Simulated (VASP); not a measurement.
Write the native input for VASP 6.6.1 that does the following.

```
Task                   : single point
Functional             : PBE
Potentials or basis    : VASP PAW PBE potentials, release 64 (Sr_sv, Hf_pv, O)
Cutoff                 : 520 eV
k mesh                 : 3 × 3 × 3
Occupations            : gaussian, width 0.15 eV
Spin                   : no spin polarisation
Dipole correction      : no
Further INCAR settings : ALGO = Normal; EDIFF = 1e-06; NBANDS = 40
```

The structure of SrHf2O5 lies in POSCAR:

```
SrHf2O5
1.0
    2.0473841931     -6.7060900938      0.0000000000
    2.0473841931      6.7060900938      0.0000000000
    0.0000000000      0.0000000000      4.0873287149
Sr Hf O
1 2 5
Direct
    0.0000000000      0.0000000000      0.0000000000
    0.6548626213      0.3451373787      0.5000000000
    0.3451373787      0.6548626213      0.5000000000
    0.6315574678      0.3684425322      0.0000000000
    0.1803745626      0.8196254374      0.5000000000
    0.8196254374      0.1803745626      0.5000000000
    0.3684425322      0.6315574678      0.0000000000
    0.5000000000      0.5000000000      0.5000000000
```

One way to write it, as run:

INCAR

```
ALGO = Normal
EDIFF = 1E-6
ENCUT = 520
GGA = PE
ISIF = 2
ISMEAR = 0
LASPH = True
LCHARG = True
LELF = True
LREAL = False
LVHAR = True
LWAVE = False
NBANDS = 40
NELM = 100
PREC = Accurate
SIGMA = 0.15
```

KPOINTS

```
k-points
0
Gamma
  3 3 3
```

Potentials or basis: VASP PAW PBE potentials, release 64 (Sr_sv, Hf_pv, O).

Launch:

```bash
$ cat potpaw_PBE.64/Sr_sv/POTCAR potpaw_PBE.64/Hf_pv/POTCAR potpaw_PBE.64/O/POTCAR > POTCAR
$ mpirun -np 1 vasp_std > vasp.out
```

Results of the run:

The pressure is -1.3 GPa and the largest force is 0.064 eV/Å. The band gap on the k mesh is 3.58 eV, indirect (least direct gap 3.62 eV).

Caveat: the k points lie up to 0.53 Å⁻¹ apart; spin-orbit coupling is left out, which moves the levels of the heavy elements.

Run time: 70 s on 1 thread of Intel(R) Xeon(R) Platinum 8559C (Emerald Rapids), with other jobs on the host, peak memory 0.28 GiB.
